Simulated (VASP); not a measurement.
**Ga6HN6 (a cell with a defect): single point with PBE**

Ga6HN6 (a cell with a defect):

```
CELL_PARAMETERS angstrom
0.00000 0.00000 -5.24317
4.82756 2.78719 0.00000
0.00000 -5.57438 0.00000
ATOMIC_POSITIONS crystal
Ga 0.49779 0.66678 0.66788
Ga 0.49779 0.33252 0.00074
Ga 0.49778 0.99965 0.33361
Ga 0.99870 0.32766 0.32875
Ga 0.99869 0.99965 0.67274
Ga 0.99870 0.67165 0.00075
N 0.12475 0.65956 0.66065
N 0.12475 0.33975 0.00075
N 0.12475 0.99965 0.34085
N 0.61910 0.33512 0.33622
N 0.61910 0.99965 0.66527
N 0.61910 0.66418 0.00074
H 0.84720 0.99966 0.00075
```

```yaml
Program: VASP 6.6.1
Task: single point
Functional: PBE
Potentials_or_basis: VASP PAW PBE potentials, release 64 (Ga_d, N, H)
Cutoff: 520 eV
k_mesh: 3 × 3 × 3
Occupations: gaussian, width 0.02 eV
Spin: collinear spin, ferromagnetic start
Starting_moments: "[0.0, 0.0, 0.0, 0.0, 0.0, 0.0, 0.0, 0.0, 0.0, 0.0, 0.0, 0.0, 1.0] μB"
```

The pressure is 3.3 GPa. The largest force is 0.016 eV/Å. The net moment is 0.78 μB per cell, the site moments are Ga +0.01; N +0.05, +0.04; H +0.21 μB and the valence electrons inside the program's atomic spheres are Ga 11.83, 11.80; N 3.73, 3.72; H 0.49.

Forces in eV/Å, atoms in the order of the input:
```
Ga  -0.003  0.002  0.015
Ga   0.003  0.002  0.015
Ga   0.000 -0.004  0.015
Ga   0.006 -0.003 -0.015
Ga   0.000  0.007 -0.015
Ga  -0.006 -0.003 -0.015
N    0.002 -0.001 -0.005
N   -0.002 -0.001 -0.005
N    0.000  0.003 -0.005
N    0.002 -0.001  0.004
N    0.000  0.002  0.004
N   -0.002 -0.001  0.004
H    0.000  0.000  0.002
```

Stress tensor (GPa, compression positive):
```
2.96 0.00 0.00
0.00 2.96 0.00
0.00 0.00 4.07
```

Levels at points of the mesh, in eV from the Fermi level:
Spin up:
```tsv
k point	band 51	band 52	band 53	band 54	band 55	band 56	band 57	band 58	band 59	band 60
(0.00, 0.00, 0.00)	-1.56	-1.11	-0.59	-0.56	-0.56	2.00	3.45	4.72	6.49	6.75
```
Spin down:
| k point | band 52 | band 53 | band 54 | band 55 | band 56 | band 57 |
| --- | --- | --- | --- | --- | --- | --- |
| (0.00, 0.00, 0.00) | -0.56 | -0.49 | -0.49 | -0.21 | 2.27 | 3.49 |

Wall time 2.6 min on 1 thread of AMD EPYC 9R45 96-Core Processor (Zen 5) (shared host), peak memory 0.34 GiB.

Caveat: the k points lie up to 0.43 Å⁻¹ apart.
